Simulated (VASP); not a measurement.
Write the native input for VASP 6.6.1 that does the following.

```
Task                   : single point
Functional             : PBE
Potentials or basis    : VASP PAW PBE potentials, release 64 (Na_pv, Cl)
Cutoff                 : 520 eV
k mesh                 : 2 × 2 × 2
Occupations            : gaussian, width 0.1 eV
Spin                   : no spin polarisation
Dipole correction      : no
Further INCAR settings : LREAL = Auto; ALGO = Normal; EDIFF = 1e-06; NBANDS = 66
```

The structure of Na8Cl7 (a cell with a defect) lies in POSCAR:

```
Na8Cl7
1.0
    0.0000000000      5.6805172600      5.6805172600
    5.6805172600      0.0000000000      5.6805172600
    5.6805172600      5.6805172600      0.0000000000
Na Cl
8 7
Direct
    0.0004792697      0.0003792788      0.0006097156
    0.0003556894      0.0002639724      0.4990447824
   -0.0005913194      0.5012469586     -0.0001425926
    0.0000771937      0.5019159998      0.4991210079
    0.4985379624      0.0004584970      0.0007950860
    0.4994904284      0.0012711871      0.4998326508
    0.4986339924      0.5021854295      0.0007589098
    0.4989812319      0.5017431282      0.4992940555
    0.2495669734      0.2512486865      0.2496666122
    0.2494874912      0.2512963054      0.7497468637
    0.2496254188      0.7510785206      0.2499370101
    0.2495380148      0.7513028840      0.7497535533
    0.7496367505      0.2512108378      0.2497027005
    0.7494229496     -0.2486034168      0.7497693969
    0.7496268923      0.7513663465      0.2496762944
```

One way to write it, as run:

INCAR

```
  ALGO = Normal
  EDIFF = 1E-6
  ENCUT = 520
  GGA = PE
  ISIF = 2
  ISMEAR = 0
  LASPH = True
  LCHARG = False
  LREAL = Auto
  LWAVE = False
  NBANDS = 66
  NELM = 100
  PREC = Accurate
  SIGMA = 0.1
```

KPOINTS

```
k-points
0
Gamma
  2 2 2
```

Potentials or basis: VASP PAW PBE potentials, release 64 (Na_pv, Cl).

Launch:

```sh
$ cat potpaw_PBE.64/Na_pv/POTCAR potpaw_PBE.64/Cl/POTCAR > POTCAR
$ mpirun -np 1 vasp_std > vasp.out
```

Results of the run:

```json
{"Pressure": "0.3 GPa", "Band gap on the k mesh": "zero (an odd number of electrons rules out a gap without spin polarisation)"}
```

Caveat: the k points lie up to 0.48 Å⁻¹ apart, too coarse for converged energies and pressures of a metal; an odd number of electrons without spin polarisation forces a metal; a magnetic or distorted state may lie lower.

It took 5.1 min on 1 thread of AMD EPYC 9R45 96-Core Processor (Zen 5) (shared host), peak memory 0.47 GiB.
